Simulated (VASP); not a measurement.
Input of a VASP 6.6.1 run:

INCAR

```
SYSTEM = Hf
  ALGO = Normal
  EDIFF = 1E-7
  EDIFFG = -0.005
  ENCUT = 500
  GGA = PS
  GGA_COMPAT = .FALSE.
  IBRION = 2
  ISIF = 3
  ISMEAR = -1
  LASPH = .TRUE.
  LCHARG = .FALSE.
  LREAL = .FALSE.
  LWAVE = .FALSE.
  NELM = 120
  NELMIN = 4
  NSW = 60
  PREC = Accurate
  SIGMA = 0.08
```

Contents of KPOINTS:

```
k-points
0
G
  13 13 13
  0 0 0
```

POSCAR

```
Hf
1.0
    2.8582916428      0.0000000000      0.0000000000
    0.0000000000      2.8582916428      0.0000000000
    0.0000000000      0.0000000000      2.8582916428
Hf
1
Direct
    0.0000000000      0.0000000000      0.0000000000
```

Potentials or basis: VASP PAW PBE potentials, release 64 (Hf_pv).

Run with:

```bash
$ cat potpaw_PBE.64/Hf_pv/POTCAR > POTCAR
$ mpirun -np 1 vasp_std > vasp.out
```

Problem. Predict the relaxed volume.

Solution. 23.46 Å³/atom.

Problem. Estimate the relaxed cell.

Solution. a = 2.863 Å, b = 2.863 Å, c = 2.863 Å, α = 90.00°, β = 90.00°, γ = 90.00°.

Step by step:
```tsv
step	energy change (eV)	largest force (eV/Å)	pressure (GPa)	volume (Å³)
1	0.0000	0.0000	0.37	23.35
2	-0.0001	0.0000	-0.27	23.53
3	-0.0001	0.0000	0.00	23.46
```

Caveat: the PAW data sets were made with another functional, which shifts forces and pressure a little.
